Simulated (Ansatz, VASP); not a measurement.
# Zr3Si2F in VASP and in Ansatz

```
Zr Si F
1.0
     6.64304    0.00000    0.00000
    -3.32152    5.75304    0.00000
     0.00000    0.00000    3.71818
Zr Si F
3 2 1
Direct
  0.00000 0.50000 0.50000
  0.50000 0.50000 0.50000
  0.50000 0.00000 0.50000
  0.66667 0.33333 0.00000
  0.33333 0.66667 0.00000
  0.00000 0.00000 0.00000
```

Change from the starting cell: species swapped into the LaGa2Rh3 type (P6/mmm, No. 191).

Alike in both runs: functional PBE; k mesh 6 × 6 × 6; occupations gaussian, width 0.1 eV; no spin polarisation.

Ansatz relaxed the structure, and its values are those at the end. VASP's run is a single point on that final structure, the one shown.

|  | VASP | Ansatz |
| --- | --- | --- |
| version | VASP 6.6.1 | Ansatz 0.2.0 |
| potentials or method | VASP PAW PBE potentials, release 64 (Zr_sv, Si, F), cutoff 520 eV | scalar-relativistic, plane waves, PAW |
| valence electrons in the cell | 51 | 51 |

|  | VASP | Ansatz | Ansatz less VASP |
| --- | --- | --- | --- |
| gap on the k mesh at the Fermi level (eV) | none | none | - |
| pressure (GPa) | 0.0 | 0.0 | +0.01 |

A gap of «none» marks a metal or a gap that the smearing closes.
